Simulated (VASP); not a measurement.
Input of a VASP 6.6.1 run:

INCAR

```
SYSTEM = SiC
PREC = Accurate ; ENCUT = 520
EDIFF = 1E-6 ; ISMEAR = 0
SIGMA = 0.02 ; LREAL = .FALSE.
LASPH = .TRUE. ; NELM = 80
ALGO = Normal ; ISIF = 2
LWAVE = .FALSE. ; LCHARG = .FALSE.
GGA = PE ; NBANDS = 16
```

The input KPOINTS:

```
regular mesh
0
G
  10 10 6
  0 0 0
```

File POSCAR:

```
SiC
1.0
    2.1679643412      2.1679643412      0.0000000000
   -2.1679643412      2.1679643412      0.0000000000
    0.0000000000      0.0000000000      4.4084582277
Si C
2 2
Direct
    0.5000000000      0.0000000000      0.7500000000
    0.0000000000      0.5000000000      0.2500000000
    0.0000000000      0.0000000000      0.0000000000
    0.5000000000      0.5000000000      0.5000000000
```

Potentials or basis: VASP PAW PBE potentials, release 64 (Si, C).

The run is started by

```bash
$ cat potpaw_PBE.64/Si/POTCAR potpaw_PBE.64/C/POTCAR > POTCAR
$ mpirun -np 1 vasp_std > vasp.out
```

Question: Estimate the band gap on the k mesh.

Answer: 1.27 eV.

Question: Predict the pressure.

Answer: 2.9 GPa.

Stress tensor (GPa, compression positive):
```
 4.36  0.00  0.00
 0.00  4.36  0.00
 0.00  0.00 -0.06
```

A k mesh can miss the band edges. As with any semilocal functional, this PBE gap is likely too small.
